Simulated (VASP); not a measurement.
A run of VASP 6.6.1:

The input INCAR:

```
PREC = Accurate ; ENCUT = 520
EDIFF = 1E-6 ; ISMEAR = 0
SIGMA = 0.15 ; LREAL = F
LASPH = T ; NELM = 60
ALGO = Fast ; ISIF = 2
LWAVE = F ; LCHARG = T
GGA = PE ; LELF = T
LVHAR = T ; NBANDS = 10
```

File KPOINTS:

```
regular mesh
0
Gamma
  10 10 10
```

File POSCAR:

```
Re
1.0
    0.0000000000      2.2812095924      1.5110732340
    2.2812095924      0.0000000000      1.5110732340
    2.2812095924      2.2812095924      0.0000000000
Re
1
Direct
    0.0000000000      0.0000000000      0.0000000000
```

Potentials or basis: VASP PAW PBE potentials, release 64 (Re).

Launch:

```console
$ cat potpaw_PBE.64/Re/POTCAR > POTCAR
$ mpirun -np 1 vasp_std > vasp.out
```

Hardware: 1 thread of Intel(R) Xeon(R) Platinum 8488C (Sapphire Rapids), on a shared host.

Problem. How long does it take, and how much memory?

Solution. It took 16 s on 1 thread of Intel(R) Xeon(R) Platinum 8488C (Sapphire Rapids), on a shared host, peak memory 0.14 GiB. Counts: scf iterations 13, k points 102.
